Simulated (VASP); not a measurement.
Write the native input for VASP 6.6.1 that does the following.

```
Task                   : relaxation of cell and atoms
Functional             : PBE
Potentials or basis    : VASP PAW PBE potentials, release 64 (Te)
Cutoff                 : 600 eV
k mesh                 : 6 × 6 × 4
Occupations            : gaussian, width 0.1 eV
Spin                   : no spin polarisation
Dipole correction      : no
Further INCAR settings : ALGO = Normal; EDIFF = 1e-06; IBRION = 2; EDIFFG = -0.05; NSW = 100; ISIF = 3
```

The structure of Te lies in POSCAR:

```
Te
1.0
    4.4579994587      0.0000000000      0.0000000000
   -2.2289997294      3.8607407813      0.0000000000
    0.0000000000      0.0000000000      5.9250000000
Te
3
Direct
    0.7450000000      0.0000000000      0.3333333333
    0.0000000000      0.7450000000      0.6666666667
    0.2550000000      0.2550000000      0.0000000000
```

These files were run (other wordings do the same):

INCAR

```
PREC = Accurate
ENCUT = 600
EDIFF = 1E-6
ISMEAR = 0
SIGMA = 0.1
LREAL = False
LASPH = True
NELM = 100
ALGO = Normal
ISIF = 3
LWAVE = False
LCHARG = False
GGA = PE
IBRION = 2
NSW = 100
EDIFFG = -0.05
```

KPOINTS

```
regular mesh
0
Gamma
  6 6 4
```

Potentials or basis: VASP PAW PBE potentials, release 64 (Te).

Run with:

```sh
$ cat potpaw_PBE.64/Te/POTCAR > POTCAR
$ mpirun -np 1 vasp_std > vasp.out
```

Results of the run:

The relaxed volume is 35.58 Å³/atom and the relaxed cell is a = 4.554 Å, b = 4.554 Å, c = 5.943 Å, α = 90.00°, β = 90.00°, γ = 120.00°. The space group after relaxing (to 0.05 Å) is P3_121 (No. 152) and the energy gained by relaxing is 26.9 meV/atom. The ionic steps are 6 and the pressure after relaxing is 0.0 GPa. The largest force after relaxing is 0.049 eV/Å and the band gap on the k mesh is 0.26 eV, direct.

Caveat: spin-orbit coupling is left out, which moves the levels of the heavy elements; the relaxation stopped at a loose force limit of 0.05 eV/Å, so its end isn't a converged minimum.

Wall time 110 s on 1 thread of Oxide Virtual Turin-like Processor, on a shared host, peak memory 0.23 GiB.
